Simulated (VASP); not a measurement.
MgO, 2 atoms in the cell. The structure is cubic, space group Fm-3m (No. 225). Conventional cell: a = 4.354 Å, b = 4.354 Å, c = 4.354 Å, α = 90.00°, β = 90.00°, γ = 90.00°. Mg (site symmetry m-3m) has 6 O at 2.18 Å within 2.9 Å. O (site symmetry m-3m) has 6 Mg at 2.18 Å within 2.9 Å.  This cell differs from its parent crystal: volume scaled by 1.06.

```yaml
Program: VASP 6.6.1
Task: single point
Functional: PBE
Potentials_or_basis: VASP PAW PBE potentials, release 64 (Mg, O)
Cutoff: 520 eV
k_mesh: 11 × 11 × 11
Occupations: fermi-dirac, width 0.01 eV
Spin: no spin polarisation
Dipole_correction: no
Further_INCAR_settings: ALGO = Normal; EDIFF = 1e-07; NBANDS = 11
```

Potentials or basis: VASP PAW PBE potentials, release 64 (Mg, O).

Launch:

```console
$ cat potpaw_PBE.64/Mg/POTCAR potpaw_PBE.64/O/POTCAR > POTCAR
$ mpirun -np 1 vasp_std > vasp.out
```

Hardware: 1 thread of Intel(R) Xeon(R) 6975P-C (Granite Rapids) (shared host).

**Question.** Estimate the wall time of this run.

**Answer.** Wall time 5 s on 1 thread of Intel(R) Xeon(R) 6975P-C (Granite Rapids), on a shared host, peak memory 0.14 GiB. Counts: scf iterations 12, k points 56.
